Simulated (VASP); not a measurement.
Ge5Pt3, 8 atoms in the cell. The structure is cubic, space group Pm-3m (No. 221). Conventional cell: a = 4.735 Å, b = 4.735 Å, c = 4.735 Å, α = 90.00°, β = 90.00°, γ = 90.00°. Ge (site symmetry m-3m) has 6 Pt at 2.37 Å within 3.1 Å. Ge (site symmetry m-3m) has 6 Ge at 2.37 Å within 3.1 Å. Within 3.1 Å of Ge (site symmetry 4/mmm) lie 2 Ge at 2.37 Å and 4 Pt at 2.37 Å. Within 3.1 Å of Pt (site symmetry 4/mmm) lie 6 Ge at 2.37 Å. 

```yaml
Program: VASP 6.6.1
Task: single point
Functional: PBE
Potentials_or_basis: VASP PAW PBE potentials, release 64 (Ge_d, Pt)
Cutoff: 500 eV
k_mesh: 4 × 4 × 4
Occupations: gaussian, width 0.1 eV
Spin: no spin polarisation
Dipole_correction: no
Further_INCAR_settings: ALGO = Normal; EDIFF = 1e-06; NBANDS = 60
```

Potentials or basis: VASP PAW PBE potentials, release 64 (Ge_d, Pt).

The run is started by

```bash
$ cat potpaw_PBE.64/Ge_d/POTCAR potpaw_PBE.64/Pt/POTCAR > POTCAR
$ mpirun -np 1 vasp_std > vasp.out
```

Hardware: 1 thread of Intel(R) Xeon(R) 6975P-C (Granite Rapids), on a shared host.

Task: Estimate the wall time of this run.

Result: It took 27 s on 1 thread of Intel(R) Xeon(R) 6975P-C (Granite Rapids), with other jobs on the host, peak memory 0.22 GiB. Counts: scf iterations 14, k points 10.
